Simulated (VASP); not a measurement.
Input of a VASP 6.6.1 run:

File POSCAR:

```
Se
1.0
    1.3942694300     -4.0390027650      0.0000000000
    1.3942694300      4.0390027650      0.0000000000
    0.0000000000      0.0000000000      4.6134314000
Se
2
Direct
    0.9356553200      0.0643446800      0.2500000000
    0.0643446800      0.9356553200      0.7500000000
```

The input INCAR.step1:

```
ALGO = Normal
EDIFF = 1E-6
ENCUT = 520
GGA = PE
ISIF = 2
ISMEAR = 0
IVDW = 12
LASPH = True
LCHARG = True
LREAL = False
LWAVE = False
NBANDS = 13
NELM = 100
PREC = Accurate
SIGMA = 0.1
```

Contents of KPOINTS.step1:

```
k-points
0
Gamma
  6 6 4
```

Contents of INCAR.step2:

```
ALGO = Normal
EDIFF = 1E-6
ENCUT = 520
GGA = PE
ICHARG = 11
ISIF = 2
ISMEAR = -5
IVDW = 12
LASPH = True
LCHARG = False
LORBIT = 10
LREAL = False
LWAVE = False
NBANDS = 13
NEDOS = 1001
NELM = 100
PREC = Accurate
SIGMA = 0.1
```

File KPOINTS.step2:

```
k-points
0
Gamma
  9 9 6
```

Potentials or basis: VASP PAW PBE potentials, release 64 (Se).

Launch:

```console
$ cat potpaw_PBE.64/Se/POTCAR > POTCAR
$ cp INCAR.step1 INCAR
$ cp KPOINTS.step1 KPOINTS
$ mpirun -np 1 vasp_std > vasp.out
$ cp INCAR.step2 INCAR
$ cp KPOINTS.step2 KPOINTS
$ mpirun -np 1 vasp_std > vasp.out
```

Q: Predict the dispersion energy per atom.

A: -0.330 eV.

Caveat: the k points lie up to 0.40 Å⁻¹ apart.
